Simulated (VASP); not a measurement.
Set up this calculation in VASP 6.6.1, as the native input.

| Property | Result |
| --- | --- |
| Task | single point |
| Functional | r2SCAN |
| Potentials or basis | VASP PAW PBE potentials, release 64 (Ga_d) |
| Cutoff | 520 eV |
| k mesh | 10 × 8 × 7 |
| Occupations | fermi-dirac, width 0.05 eV |
| Spin | no spin polarisation |
| Dipole correction | no |
| Further INCAR settings | ALGO = Normal; EDIFF = 1e-07; NBANDS = 20 |

Crystal: Ga.

```xyz
2
Lattice="2.7217 0.0000 0.0000 0.0000 3.2146 0.0000 -1.3160 0.0000 3.9088" Properties=species:S:1:pos:R:3 pbc="T T T"
Ga   -0.6472    2.4110    3.0104
Ga    2.0529    0.8037    0.8984
```

One way to write it, as run:

POSCAR

```
Ga
1.0
    2.7217036785      0.0000000000      0.0000000000
    0.0000000000      3.2146183849      0.0000000000
   -1.3160064422      0.0000000000      3.9088161735
Ga
2
Direct
    0.1345962700      0.7500000000      0.7701668300
    0.8654037300      0.2500000000      0.2298331700
```

INCAR.step1

```
SYSTEM = Ga
ALGO = Normal
EDIFF = 1E-4
ENCUT = 520
GGA = PE
ISMEAR = -1
LASPH = .True.
LCHARG = .False.
LREAL = .False.
LWAVE = .True.
NBANDS = 20
NELM = 100
PREC = Accurate
SIGMA = 0.05
```

INCAR.step2

```
SYSTEM = Ga
ALGO = Normal
EDIFF = 1E-7
ENCUT = 520
ISIF = 2
ISMEAR = -1
ISTART = 1
LASPH = .True.
LCHARG = .False.
LMIXTAU = .True.
LREAL = .False.
LWAVE = .False.
METAGGA = R2SCAN
NBANDS = 20
NELM = 100
PREC = Accurate
SIGMA = 0.05
```

KPOINTS

```
k-points
0
Gamma
  10 8 7
  0 0 0
```

Potentials or basis: VASP PAW PBE potentials, release 64 (Ga_d).

The run is started by

```console
$ cat potpaw_PBE.64/Ga_d/POTCAR > POTCAR
$ cp INCAR.step1 INCAR
$ mpirun -np 1 vasp_std > vasp.out
$ cp INCAR.step2 INCAR
$ mpirun -np 1 vasp_std > vasp.out
```

It gave:

- Pressure: 4.2 GPa
- Largest force: 0.084 eV/Å
- Band gap on the k mesh: zero (bands 13 and 14 overlap by 9.16 eV)

Caveat: the cell stands under pressure; the PAW data sets were made with another functional, which shifts forces and pressure a little.

Run time: 2.1 min on 1 thread of Intel(R) Xeon(R) 6975P-C (Granite Rapids) (shared host), peak memory 0.22 GiB.
